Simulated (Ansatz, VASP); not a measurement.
Two plane-wave programs on Ta3Cu

```xyz
4
Lattice="-2.0098 2.0098 4.2044 2.0098 -2.0098 4.2044 2.0098 2.0098 -4.2044" Properties=species:S:1:pos:R:3 pbc="T T T"
Ta    0.0000    2.0098    2.1022
Ta    2.0098    0.0000    2.1022
Ta    0.0000    0.0000    4.2044
Cu    0.0000    0.0000    0.0000
```

Alike in both runs: functional PBE; k mesh 16 × 16 × 16; occupations gaussian, width 0.1 eV; no spin polarisation.

Ansatz relaxed the structure, and its values are those at the end. VASP's run is a single point on that final structure, the one shown.

|  | VASP | Ansatz |
| --- | --- | --- |
| version | VASP 6.6.1 | Ansatz 0.2.0 |
| potentials or method | VASP PAW PBE potentials, release 64 (Ta_pv, Cu), cutoff 520 eV | scalar-relativistic, plane waves, PAW |
| valence electrons in the cell | 44 | 58 |

VASP gave:

| Quantity | Value |
| --- | --- |
| gap on the k mesh at the Fermi level (eV) | none |
| pressure (GPa) | 0.2 |

Which values does Ansatz return?

gap on the k mesh at the Fermi level (eV): none; pressure (GPa): 0.0.

A gap of «none» marks a metal or a gap that the smearing closes. VASP's potentials hold 44 valence electrons a cell and Ansatz's 58, so a difference there can come from the potentials and not from the codes.

Spin-orbit coupling is off throughout.
